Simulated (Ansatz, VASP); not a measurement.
SnO2 in VASP and in Ansatz

Contents of INCAR:

```
SYSTEM = SnO2
PREC = Accurate
ENCUT = 520
EDIFF = 1E-7
ISMEAR = -1
SIGMA = 0.02
LREAL = .FALSE.
LASPH = .TRUE.
NELM = 100
ALGO = Normal
ISIF = 2
LWAVE = .FALSE.
LCHARG = .FALSE.
GGA = B5
ALDAX = 1.0
AGGAX = 1.0
AGGAC = 1.0
ALDAC = 0.0
NBANDS = 35
```

File KPOINTS:

```
regular mesh
0
G
  8 8 8
  0 0 0
```

Contents of POSCAR:

```
SnO2
1.0
   -2.0000700000      2.0000700000      5.1236800000
    2.0000700000     -2.0000700000      5.1236800000
    2.0000700000      2.0000700000     -5.1236800000
Sn O
2 4
Direct
    0.7500000000      0.2500000000      0.5000000000
    0.0000000000      0.0000000000      0.0000000000
    0.7965200000      0.7965200000      0.0000000000
    0.9534800000      0.4534800000      0.5000000000
    0.2034800000      0.2034800000      0.0000000000
    0.5465200000      0.0465200000      0.5000000000
```

Input for Ansatz:

```yaml
crystal:
  lattice:
    - [-2.00007, 2.00007, 5.12368]
    - [2.00007, -2.00007, 5.12368]
    - [2.00007, 2.00007, -5.12368]
  atoms:
    - { symbol: Sn, position: [0.75, 0.25, 0.5] }
    - { symbol: Sn, position: [0.0, 0.0, 0.0] }
    - { symbol: O, position: [0.79652, 0.79652, 0.0] }
    - { symbol: O, position: [0.95348, 0.45348, 0.5] }
    - { symbol: O, position: [0.20348, 0.20348, 0.0] }
    - { symbol: O, position: [0.54652, 0.04652, 0.5] }
basis:
  ecutwfc: 557.833418042754
kpoints:
  mp_grid:
    grid: [8, 8, 8]
hamiltonian:
  xc: blyp
  pseudopotentials:
    kind: paw
scf:
  occupations:
    method: fermi_dirac
    width: 0.02
output:
  forces: true
  stress: true
```

Alike in both runs: task single point; functional BLYP; k mesh 8 × 8 × 8; occupations fermi-dirac, width 0.02 eV; no spin polarisation.

|  | VASP | Ansatz |
| --- | --- | --- |
| version | VASP 6.6.1 | Ansatz 0.2.0 |
| potentials or method | VASP PAW PBE potentials, release 64 (Sn_d, O), cutoff 520 eV | plane waves, PAW |
| valence electrons in the cell | 52 | 52 |

Ansatz gave:

| Quantity | Value |
| --- | --- |
| pressure (GPa) | 10.4 |
| traceless stress, the component that is largest in VASP (GPa) | 0.40 |
| rms of the force components (eV/Å) | 0.069 |

Problem. Which values does VASP return?

Solution. Pressure (GPa): 11.4; traceless stress, the component that is largest in VASP (GPa): 0.61; rms of the force components (eV/Å): 0.087.

VASP's potentials were made for PBE, not for BLYP. Atom by atom the forces differ by 0.018 eV/Å (rms over components).
